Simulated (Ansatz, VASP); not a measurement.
## NaH in VASP and in Ansatz

```
Na H
1.0
     0.00000    2.36680    2.47660
     2.36680    0.00000    2.47660
     2.36680    2.36680    0.00000
Na H
1 1
Direct
  0.00000 0.00000 0.00000
  0.50000 0.50000 0.50000
```

Change from the starting cell: strain -0.030 along x and y, +0.015 along z, atoms carried along.

Alike in both runs: task single point; functional LDA; k mesh 8 × 8 × 8; occupations gaussian, width 0.05 eV; no spin polarisation.

```csv
,VASP,Ansatz
version,VASP 6.6.1,Ansatz 0.2.0
potentials or method,"VASP PAW LDA potentials, release 64 (Na_pv, H), cutoff 520 eV","scalar-relativistic, plane waves, PAW"
valence electrons in the cell,8,10
```

|  | VASP | Ansatz | Ansatz less VASP |
| --- | --- | --- | --- |
| gap on the k mesh at the Fermi level (eV) | 3.40 | 3.40 | +0.001 |
| least direct gap on the mesh (eV) | 4.35 | 4.35 | 0.000 |
| pressure (GPa) | -1.7 | -1.7 | +0.06 |
| traceless stress, the component that is largest in VASP (GPa) | -0.87 | -0.87 | +0.009 |

LDA's correlation is that of Perdew and Zunger in VASP and of Perdew and Wang (1992) in Ansatz. VASP's potentials hold 8 valence electrons a cell and Ansatz's 10, so a difference there can come from the potentials and not from the codes.
